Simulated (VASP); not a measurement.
# PtS2 (P-3m1) in VASP: further runs, part 2 of 2

VASP 6.6.1. Earlier steps stand in the parts before.

## 3. Single point, PBEsol

INCAR

```
PREC = Accurate
ENCUT = 520
EDIFF = 1E-7
ISMEAR = 0
SIGMA = 0.01
LREAL = False
LASPH = True
NELM = 100
ALGO = Normal
ISIF = 2
LWAVE = False
LCHARG = False
GGA = PS
NBANDS = 18
```

KPOINTS

```
regular mesh
0
Gamma
  8 8 1
```

POSCAR

```
PtS2
1.0
    3.5526240934      0.0000000000      0.0000000000
   -1.7763120467      3.0766627150      0.0000000000
    0.0000000000      0.0000000000      5.1228306371
Pt S
1 2
Direct
    0.0000000000      0.0000000000      0.0000000000
    0.3333333333      0.6666666667      0.2392542165
    0.6666666667      0.3333333333      0.7607457835
```

Potentials or basis: VASP PAW PBE potentials, release 64 (Pt, S).

Command:

```console
cat potpaw_PBE.64/Pt/POTCAR potpaw_PBE.64/S/POTCAR > POTCAR
mpirun -np 1 vasp_std > vasp.out
```

OUTCAR:

```text
PREC = Accurate
   ENCUT = 520
   EDIFF = 1E-7
   ISMEAR = 0
   LREAL = False
   LASPH = True
   NELM = 100
   ISIF = 2
   GGA = PS

 ion  position               nearest neighbor table
   1  0.000  0.000  0.000-   2 2.39   3 2.39   3 2.39   2 2.39   3 2.39   2 2.39
   2  0.333  0.667  0.239-   1 2.39   1 2.39   1 2.39
   3  0.667  0.333  0.761-   1 2.39   1 2.39   1 2.39

  LATTYP: Found a hexagonal cell.
 ALAT       =     3.5526240934
 C/A-ratio  =     1.4419849954

  Lattice vectors:
[... 385 lines left out ...]

  FORCE on cell =-STRESS in cart. coord.  units (eV):
  Direction    XX          YY          ZZ          XY          YZ          ZX
  --------------------------------------------------------------------------------------
  -------------------------------------------------------------------------------------
  Total       -0.8325486     -0.8325486     -0.6941349      0.0000000      0.0000000      0.0000000
  in kB      -23.8221547    -23.8221547    -19.8616510      0.0000000      0.0000000      0.0000000
  external PRESSURE =     -22.5019868 kB  Pullay stress =       0.0000000 kB

 VOLUME and BASIS-vectors are now :
 -----------------------------------------------------------------------------
  energy-cutoff  :      520.00
  volume of cell :       55.99
      direct lattice vectors                 reciprocal lattice vectors
     3.552624093  0.000000000  0.000000000     0.281482075  0.162513752  0.000000000
    -1.776312047  3.076662715  0.000000000     0.000000000  0.325027503  0.000000000
     0.000000000  0.000000000  5.122830637     0.000000000  0.000000000  0.195204579

 POSITION                                       TOTAL-FORCE (eV/Angst)
 -----------------------------------------------------------------------------------
      0.00000      0.00000      0.00000         0.000000      0.000000      0.000000
     -0.00000      2.05111      1.22566        -0.000000      0.000000     -0.067591
      1.77631      1.02555      3.89717         0.000000     -0.000000      0.067591
 -----------------------------------------------------------------------------------
    total drift:                               -0.000000     -0.000000      0.000000

  FREE ENERGIE OF THE ION-ELECTRON SYSTEM (eV)
  ---------------------------------------------------
  free  energy   TOTEN  =       -17.0471949080 eV

  energy  without entropy=      -17.0471949080  energy(sigma->0) =      -17.04719491
```

OSZICAR:

```text
N       E                     dE             d eps       ncg     rms          rms(c)
DAV:   1     0.109674287597E+03    0.10967E+03   -0.10197E+04   360   0.108E+03
DAV:   2    -0.130471160446E+02   -0.12272E+03   -0.11835E+03   432   0.213E+02
DAV:   3    -0.184445681148E+02   -0.53975E+01   -0.53594E+01   454   0.467E+01
DAV:   4    -0.184995932244E+02   -0.55025E-01   -0.55003E-01   480   0.524E+00
DAV:   5    -0.185004732763E+02   -0.88005E-03   -0.88002E-03   450   0.636E-01    0.181E+01
DAV:   6    -0.173479599659E+02    0.11525E+01   -0.68737E+00   370   0.245E+01    0.117E+01
DAV:   7    -0.170760306398E+02    0.27193E+00   -0.12010E+00   366   0.112E+01    0.559E+00
DAV:   8    -0.170508297722E+02    0.25201E-01   -0.71384E-02   398   0.179E+00    0.120E+00
DAV:   9    -0.170470870009E+02    0.37428E-02   -0.85379E-03   428   0.914E-01    0.242E-01
DAV:  10    -0.170471702947E+02   -0.83294E-04   -0.13654E-03   414   0.232E-01    0.857E-02
DAV:  11    -0.170471952411E+02   -0.24946E-04   -0.54911E-05   470   0.688E-02    0.424E-02
DAV:  12    -0.170471943590E+02    0.88214E-06   -0.95664E-06   406   0.296E-02    0.927E-03
DAV:  13    -0.170471948286E+02   -0.46961E-06   -0.10719E-06   458   0.671E-03    0.330E-03
DAV:  14    -0.170471949080E+02   -0.79378E-07   -0.10596E-07   308   0.244E-03
   1 F= -.17047195E+02 E0= -.17047195E+02  d E =-.132722E-58
```

stdout:

```text
POSCAR found type information on POSCAR PtS
 POSCAR found :  2 types and       3 ions
 scaLAPACK will be used
 -----------------------------------------------------------------------------
|                                                                             |
|                                                                             |
|     You enforced a specific xc type in the INCAR file but a different       |
|     I HOPE YOU KNOW WHAT YOU ARE DOING!                                     |
|                                                                             |
 -----------------------------------------------------------------------------

 LDA part: xc-table for (Slater+PW92), standard interpolation
 POSCAR, INCAR and KPOINTS ok, starting setup
 FFT: planning ... GRIDC
 FFT: planning ... GRID_SOFT
 FFT: planning ... GRID
 WAVECAR not read
 entering main loop
```

Run time: 22 s. Hardware: 1 thread of Intel Xeon 8259CL, shared host; peak memory 0.17 GiB.

Results:

```yaml
Free_energy: -17.0472 eV
Pressure: -2.3 GPa
Largest_force: 0.068 eV/Å
Band_gap_on_the_k_mesh: 0.76 eV (least direct gap 1.44 eV)
```

Forces on the atoms (eV/Å):
```
Pt   0.000  0.000  0.000
S    0.000  0.000 -0.068
S    0.000  0.000  0.068
```

Caveat: the k points lie up to 1.23 Å⁻¹ apart, too coarse for converged energies, forces and pressures; the PAW data sets were made with another functional, which shifts forces and pressure a little; spin-orbit coupling is left out, which moves the levels of the heavy elements. Expect the measured gap to be larger: semilocal functionals such as PBEsol lack the derivative discontinuity.

## 4. Single point, PBEsol

INCAR

```
SYSTEM = PtS2
ALGO = Normal ; EDIFF = 1E-7
ENCUT = 520 ; GGA = PS
ISIF = 2 ; ISMEAR = 0
LASPH = .True. ; LCHARG = .False.
LREAL = .False. ; LWAVE = .False.
NBANDS = 18 ; NELM = 80
PREC = Accurate ; SIGMA = 0.01
```

KPOINTS

```
k-points
0
Gamma
  6 6 4
  0 0 0
```

POSCAR is that of step 3.

Command:

```console
cat potpaw_PBE.64/Pt/POTCAR potpaw_PBE.64/S/POTCAR > POTCAR
mpirun -np 1 vasp_std > vasp.out
```

Run time: 30 s. Hardware: 1 thread of Intel Xeon 8259CL, shared host; peak memory 0.19 GiB.

Results (log left out):

| Property | Result |
| --- | --- |
| Free energy | -16.9857 eV |
| Pressure | -1.6 GPa |
| Largest force | 0.231 eV/Å |
| Band gap on the k mesh | 0.79 eV (least direct gap 1.36 eV) |

Forces on the atoms (eV/Å):
```
Pt   0.000  0.000  0.000
S    0.000  0.000 -0.231
S    0.000  0.000  0.231
```

Stress tensor (GPa, compression positive):
```
-1.39  0.00  0.00
 0.00 -1.39  0.00
 0.00  0.00 -2.10
```

Levels at points of the mesh, in eV from the valence-band top:
```tsv
k point	band 9	band 10	band 11	band 12	band 13	band 14
(0.00, 0.00, 0.00)	-1.01	-1.01	0.00	2.13	2.13	4.64
(0.50, 0.00, 0.00)	-3.02	-2.92	-2.41	1.53	2.58	5.38
(0.00, 0.00, 0.50)	-1.24	-1.24	-1.09	2.65	2.65	5.45
(0.50, 0.00, 0.50)	-2.71	-2.66	-1.41	1.75	2.22	5.01
```

Caveat: the PAW data sets were made with another functional, which shifts forces and pressure a little; spin-orbit coupling is left out, which moves the levels of the heavy elements. A hybrid or GW would open this gap; PBEsol tends to underestimate it.

## 5. The runs side by side

| k mesh | gap on the mesh (eV) | pressure (GPa) | largest force (eV/Å) |
| --- | --- | --- | --- |
| 2 × 2 × 2 | 1.46 | -5.1 | 1.78 |
| 8 × 8 × 1 | 0.76 | -2.3 | 0.07 |
| 6 × 6 × 4 | 0.79 | -1.6 | 0.23 |

Alike in all rows: task single point; level PBEsol; potentials or basis VASP PAW PBE potentials, release 64 (Pt, S); no spin polarisation; cell as given; cutoff (eV) 520; smearing gaussian 0.01 eV.

Caveats: some runs use coarse meshes; the PAW data sets were made with another functional, which shifts forces and pressure a little; spin-orbit coupling is left out, which moves the levels of the heavy elements.

Absolute energies hang on the potentials; compare differences alone.
